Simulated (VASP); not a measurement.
# Ga (Cmce) in VASP: settings compared, part 2 of 2

VASP 6.6.1.

## 3. Single point, r2SCAN (functional r2SCAN, strained)

The input, POSCAR:

```
Ga
1.0
    2.2800686360     -3.8642935040      0.0000000000
    2.2800686360      3.8642935040      0.0000000000
    0.0000000000      0.0000000000      4.5662030320
Ga
4
Direct
    0.1525000000      0.8475000000      0.0785000000
    0.6525000000      0.3475000000      0.4215000000
    0.8475000000      0.1525000000      0.9215000000
    0.3475000000      0.6525000000      0.5785000000
```

The input, INCAR.step1:

```
SYSTEM = Ga
ALGO = Normal
EDIFF = 1E-4
ENCUT = 520
GGA = PE
ISMEAR = 0
LASPH = .True.
LCHARG = .False.
LREAL = .False.
LWAVE = .True.
NBANDS = 34
NELM = 100
PREC = Accurate
SIGMA = 0.1
```

The input, INCAR.step2:

```
SYSTEM = Ga
ALGO = Normal
EDIFF = 1E-6
ENCUT = 520
ISIF = 2
ISMEAR = 0
ISTART = 1
LASPH = .True.
LCHARG = .False.
LMIXTAU = .True.
LREAL = .False.
LWAVE = .False.
METAGGA = R2SCAN
NBANDS = 34
NELM = 100
PREC = Accurate
SIGMA = 0.1
```

The input, KPOINTS:

```
k-points
0
Gamma
  12 12 10
  0 0 0
```

Potentials or basis: VASP PAW PBE potentials, release 64 (Ga_d).

Command:

```console
$ cat potpaw_PBE.64/Ga_d/POTCAR > POTCAR
$ cp INCAR.step1 INCAR
$ mpirun -np 1 vasp_std > vasp.out
$ cp INCAR.step2 INCAR
$ mpirun -np 1 vasp_std > vasp.out
```

OUTCAR:

```text
SYSTEM = Ga
   EDIFF = 1E-6
   ENCUT = 520
   ISIF = 2
   ISMEAR = 0
   ISTART = 1
   LASPH = .True.
   LREAL = .False.
   METAGGA = R2SCAN
   NELM = 100
   PREC = Accurate

 ion  position               nearest neighbor table
   1  0.153  0.847  0.078-   3 2.46   4 2.74   4 2.74   2 2.77   2 2.77   3 2.83   3 2.83
   2  0.653  0.347  0.422-   4 2.46   3 2.74   3 2.74   1 2.77   1 2.77   4 2.83   4 2.83
   3  0.847  0.153  0.922-   1 2.46   2 2.74   2 2.74   4 2.77   4 2.77   1 2.83   1 2.83
   4  0.347  0.653  0.578-   2 2.46   1 2.74   1 2.74   3 2.77   3 2.77   2 2.83   2 2.83

  LATTYP: Found a base centered orthorhombic cell.
 ALAT       =     4.5601372720
 B/A-ratio  =     1.6948145521
 C/A-ratio  =     1.0013301705

  Lattice vectors:

 A1 = (   2.2800686360,  -3.8642935040,   0.0000000000)
 A2 = (   2.2800686360,   3.8642935040,   0.0000000000)
 A3 = (   0.0000000000,   0.0000000000,   4.5662030320)

Analysis of symmetry for initial positions (statically):
=====================================================================
 Subroutine PRICEL returns:
 Original cell was already a primitive cell.

 Routine SETGRP: Setting up the symmetry group for a
 base centered orthorhombic supercell.

 Subroutine GETGRP returns: Found  8 space group operations
 (whereof  4 operations were pure point group operations)
 out of a pool of  8 trial point group operations.

The static configuration has the point symmetry C_2h.
 The point group associated with its full space group is D_2h.

Analysis of symmetry for dynamics (positions and initial velocities):
=====================================================================
 Subroutine PRICEL returns:
 Original cell was already a primitive cell.

 Routine SETGRP: Setting up the symmetry group for a
 base centered orthorhombic supercell.

 Subroutine GETGRP returns: Found  8 space group operations
 (whereof  4 operations were pure point group operations)
 out of a pool of  8 trial point group operations.

The dynamic configuration has the point symmetry C_2h.
 The point group associated with its full space group is D_2h.

 Subroutine INISYM returns: Found  8 space group operations
 (whereof  4 operations are pure point group operations),
 and found     1 'primitive' translations

----------------------------------------------------------------------------------------

                                     Primitive cell

  volume of cell :      80.4643

  direct lattice vectors                    reciprocal lattice vectors
     2.280068636 -3.864293504  0.000000000     0.219291644 -0.129389758  0.000000000
     2.280068636  3.864293504  0.000000000     0.219291644  0.129389758  0.000000000
     0.000000000  0.000000000  4.566203032     0.000000000  0.000000000  0.219000336

  length of vectors
     4.486811481  4.486811481  4.566203032     0.254618410  0.254618410  0.219000336

  position of ions in fractional coordinates (direct lattice)
     0.152500000  0.847500000  0.078500000
     0.652500000  0.347500000  0.421500000
     0.847500000  0.152500000  0.921500000
     0.347500000  0.652500000  0.578500000

  ion indices of the primitive-cell ions
   primitive index   ion index
                 1           1
                 2           2
                 3           3
                 4           4

----------------------------------------------------------------------------------------

 KPOINTS: k-points

Automatic generation of k-mesh.
 Grid dimensions read from file:
 generate k-points for:   12   12   10

 Generating k-lattice:

  Cartesian coordinates                     Fractional coordinates (reciprocal lattice)
     0.018274304 -0.010782480  0.000000000     0.083333333  0.000000000  0.000000000
     0.018274304  0.010782480  0.000000000     0.000000000  0.083333333  0.000000000
     0.000000000  0.000000000  0.021900034     0.000000000  0.000000000  0.100000000

  Length of vectors
     0.021218201  0.021218201  0.021900034

  Shift w.r.t. Gamma in fractional coordinates (k-lattice)
     0.000000000  0.000000000  0.000000000

 Subroutine IBZKPT returns following result:
 ===========================================

 Found    258 irreducible k-points:

 Following reciprocal coordinates:
            Coordinates               Weight
  0.000000  0.000000  0.000000      1.000000
  0.083333  0.000000  0.000000      4.000000
  0.166667 -0.000000  0.000000      4.000000
  0.250000  0.000000  0.000000      4.000000
  0.333333  0.000000  0.000000      4.000000
  0.416667  0.000000  0.000000      4.000000
[... 16 lines left out ...]
  0.500000  0.166667  0.000000      4.000000
 -0.416667  0.166667  0.000000      4.000000
 [... further k-points ...]
   k-points           NKPTS =    258   k-points in BZ     NKDIM =    258   number of bands    NBANDS=     34
   number of dos      NEDOS =    301   number of ions     NIONS =      4
   total plane-waves  NPLWV =  46656
   dimension x,y,z NGX =    36 NGY =   36 NGZ =   36
   dimension x,y,z NGXF=    72 NGYF=   72 NGZF=   72
   ions per type =               4
   NGX,Y,Z   is equivalent  to a cutoff of  13.34, 13.34, 13.11 a.u.
   NGXF,Y,Z  is equivalent  to a cutoff of  26.68, 26.68, 26.21 a.u.
 SYSTEM =  Ga
   PREC   = accura    normal or accurate (medium, high low for compatibility)
   ISTART =      1    job   : 0-new  1-cont  2-samecut
   ICHARG =      0    charge: 1-file 2-atom 10-const
   ISPIN  =      1    spin polarized calculation?
   LNONCOLLINEAR =      F non collinear calculations
   LSORBIT =      F    spin-orbit coupling
   LASPH  =      T    aspherical Exc in radial PAW
   ENCUT  =  520.0 eV  38.22 Ry    6.18 a.u.   8.34  8.34  8.49*2*pi/ulx,y,z
   NELM   =    100;   NELMIN=  2; NELMDL=  0     # of ELM steps
   EDIFF  = 0.1E-05   stopping-criterion for ELM
   LREAL  =      F    real-space projection
   EDIFFG = 0.1E-04   stopping-criterion for IOM
   NSW    =      0    number of steps for IOM
   IBRION =     -1    ionic relax: 0-MD 1-quasi-New 2-CG
   NFREE  =      0    steps in history (QN), initial steepest desc. (CG)
   ISIF   =      2    stress and relaxation
   ISYM   =      2    0-nonsym 1-usesym 2-fastsym
   POTIM  = 0.5000    time-step for ionic-motion
   TEBEG  =    0.0;   TEEND  =   0.0 temperature during run
   PSTRESS=    0.0 pullay stress
   NELECT =      52.0000    total number of electrons
   NUPDOWN=      -1.0000    fix difference up-down
   EMIN   =  10.00;   EMAX   =-10.00  energy-range for DOS
   EFERMI =   0.00;   METHOD = LEGACY
   ISMEAR =     0;   SIGMA  =   0.10  broadening in eV -4-tet -1-fermi 0-gaus
   EFERMI_NEDOS =   21; number of points for ismear=-14 and -15
   IALGO  =     38    algorithm
   IMIX   =      4    mixing-type and parameters
     AMIX     =   0.40;   BMIX     =  1.00
     AMIX_MAG =   1.60;   BMIX_MAG =  1.00
  volume/ion in A,a.u.               =      20.12       135.75
  Fermi-wavevector in a.u.,A,eV,Ry     =   1.415386  2.674692 27.256786  2.003317
  Thomas-Fermi vector in A             =   2.536830
   LORBIT       =      0    0 simple, 1 ext, 2 COOP (PROOUT), +10 PAW based schemes
   METAGGA = R2SCAN    functional components
   LHFCALC =     F    Hartree Fock is set to
   AEXX    =    0.0000 exact exchange contribution
   IVDW    =     0    specifies the selected vdW correction
   LEPSILON=     F    determine dielectric tensor
   LRPA    =     F    only Hartree local field effects (RPA)
 non-spin polarized calculation
 Gauss-broadening in eV      SIGMA  =   0.10
  energy-cutoff  :      520.00
  volume of cell :       80.46
 maximum number of plane-waves:      2194
 NGX is ok and might be reduce to    36
   NGX = 17   NGY = 17   NGZ = 17

 number of electron      51.9999985 magnetization

 Free energy of the ion-electron system (eV)
  ---------------------------------------------------
  ext. energy  EPLUGINS =         0.00000000
  ---------------------------------------------------
  free energy    TOTEN  =       -45.71371229 eV

  energy without entropy =      -45.71016865  energy(sigma->0) =      -45.71194047

 E-fermi :   4.6863     XC(G=0): -11.5108

 val. band max:        4.6794553356   @ k =  -0.2500   0.2500   0.3000
 cond. band min:       4.7108027572   @ k =  -0.2500   0.1667   0.3000
 fundamental gap:      0.0313474215
 Fermi energy:         4.6863424056

 k-point     1 :       0.0000    0.0000    0.0000
  band No.  band energies     occupation
      1     -10.9432      2.00000
      2     -10.9344      2.00000
      3     -10.9339      2.00000
      4     -10.9100      2.00000
      5     -10.8590      2.00000
      6     -10.8309      2.00000
[... 877 lines left out ...]
     33      12.2427      0.00000
     34      13.2092      0.00000

 [... further k-points ...]
[... 5 lines left out ...]
  --------------------------------------------------------------------------------------
  -------------------------------------------------------------------------------------
  Total       -1.6273876     -0.7093040     -1.3484950      0.0000000     -0.0000000      0.0000000
  in kB      -32.4039786    -14.1234152    -26.8507657      0.0000000     -0.0000000      0.0000000
  external PRESSURE =     -24.4593865 kB  Pullay stress =       0.0000000 kB

 VOLUME and BASIS-vectors are now :
 -----------------------------------------------------------------------------
  energy-cutoff  :      520.00
  volume of cell :       80.46
      direct lattice vectors                 reciprocal lattice vectors
     2.280068636 -3.864293504  0.000000000     0.219291644 -0.129389758  0.000000000
     2.280068636  3.864293504  0.000000000     0.219291644  0.129389758  0.000000000
     0.000000000  0.000000000  4.566203032     0.000000000  0.000000000  0.219000336

 POSITION                                       TOTAL-FORCE (eV/Angst)
 -----------------------------------------------------------------------------------
      2.28007      2.68568      0.35845         0.000000     -0.465608      0.124985
      2.28007     -1.17861      1.92465         0.000000     -0.465608     -0.124985
      2.28007     -2.68568      4.20776         0.000000      0.465608     -0.124985
      2.28007      1.17861      2.64155         0.000000      0.465608      0.124985
 -----------------------------------------------------------------------------------
    total drift:                                0.000000      0.000000     -0.000000

  FREE ENERGIE OF THE ION-ELECTRON SYSTEM (eV)
  ---------------------------------------------------
  free  energy   TOTEN  =       -45.7137122895 eV

  energy  without entropy=      -45.7101686456  energy(sigma->0) =      -45.71194047
```

Run time: 29 min. Hardware: 1 thread of Intel Xeon Platinum 8259CL at 2.50GHz (Skylake/Cascade Lake), shared host; peak memory 0.58 GiB.

What came out:

| Quantity | Value |
| --- | --- |
| Free energy | -45.7137 eV |
| Pressure | -2.4 GPa |
| Largest force | 0.482 eV/Å |
| Band gap on the k mesh | zero (band 26 reaches 5.09 eV, above the bottom of band 27 at 3.86 eV) |

Forces on the atoms (eV/Å):
```
Ga   0.000 -0.466  0.125
Ga   0.000 -0.466 -0.125
Ga   0.000  0.466 -0.125
Ga   0.000  0.466  0.125
```

Caveat: the cell differs from its parent crystal (functional r2SCAN, strained); the PAW data sets were made with another functional, which shifts forces and pressure a little.

## 4. Single point, PBEsol (strained)

The input, INCAR:

```
SYSTEM = Ga
  PREC = Accurate
  ENCUT = 520
  EDIFF = 1E-7
  ISMEAR = 0
  SIGMA = 0.1
  LREAL = .False.
  LASPH = .True.
  NELM = 80
  ALGO = Fast
  ISIF = 2
  LWAVE = .False.
  LCHARG = .False.
  GGA = PS
  NBANDS = 34
```

The input, KPOINTS:

```
regular mesh
0
Gamma
  12 12 10
  0 0 0
```

The input, POSCAR:

```
Ga
1.0
    2.3174623390     -3.8083335680      0.0000000000
    2.3174623390      3.8083335680      0.0000000000
    0.0000000000      0.0000000000      4.5110541250
Ga
4
Direct
    0.1516586153      0.8483413847      0.1338318218
    0.6516586153      0.3483413847      0.3661681782
    0.8483413847      0.1516586153      0.8661681782
    0.3483413847      0.6516586153      0.6338318218
```

Command:

```console
$ cat potpaw_PBE.64/Ga_d/POTCAR > POTCAR
$ mpirun -np 1 vasp_std > vasp.out
```

Wall time 6.7 min (1 thread of Intel Xeon 6975P-C (Granite Rapids), shared host); peak memory 0.56 GiB.

Results (log left out):

* Free energy: -13.1830 eV
* Pressure: -1.3 GPa
* Largest force: 0.500 eV/Å
* Band gap on the k mesh: zero (band 26 reaches 5.22 eV, above the bottom of band 27 at 3.34 eV)

Forces on the atoms (eV/Å):
```
Ga   0.000  0.090 -0.491
Ga   0.000  0.090  0.491
Ga   0.000 -0.090  0.491
Ga   0.000 -0.090 -0.491
```

Stress tensor (GPa, compression positive):
```
 1.32  0.00  0.00
 0.00 -3.76  0.00
 0.00  0.00 -1.53
```

Levels at points of the mesh, in eV from the Fermi level:
```tsv
k point	band 24	band 25	band 26	band 27	band 28	band 29
(0.00, 0.00, 0.00)	-1.84	-1.74	-0.35	0.34	0.62	1.91
(0.50, 0.00, 0.00)	-3.46	-1.13	-1.13	1.24	1.24	4.20
(0.50, 0.50, 0.00)	-3.34	-1.15	-0.91	1.11	1.34	2.75
(0.00, 0.00, 0.50)	-0.37	-0.22	-0.22	0.54	0.54	2.03
(0.50, 0.00, 0.50)	-6.16	-1.07	-1.07	0.44	0.44	7.12
(0.50, 0.50, 0.50)	-4.83	-1.40	-1.40	-1.25	-1.25	7.18
```

Caveat: the cell differs from its parent crystal (strained); the PAW data sets were made with another functional, which shifts forces and pressure a little.

## 5. Overview

| level | cell | gap on the mesh (eV) | pressure (GPa) | largest force (eV/Å) |
| --- | --- | --- | --- | --- |
| PBEsol | a = 4.487, b = 4.487, c = 4.636 Å, angles 90.0, 90.0, 118.8°, 4 atoms | none | 12.4 | 9.07 |
| r2SCAN | a = 4.487, b = 4.487, c = 4.566 Å, angles 90.0, 90.0, 118.9°, 4 atoms | none | -2.4 | 0.48 |
| PBEsol | a = 4.458, b = 4.458, c = 4.511 Å, angles 90.0, 90.0, 117.4°, 4 atoms | none | -1.3 | 0.50 |

Alike in all rows: task single point; potentials or basis VASP PAW PBE potentials, release 64 (Ga_d); no spin polarisation; k mesh 12 × 12 × 10; cutoff (eV) 520; smearing gaussian 0.1 eV.

Caveats: the PAW data sets were made with another functional, which shifts forces and pressure a little.

Total energies depend on the potentials used, so only differences within one code and one set of settings carry meaning.
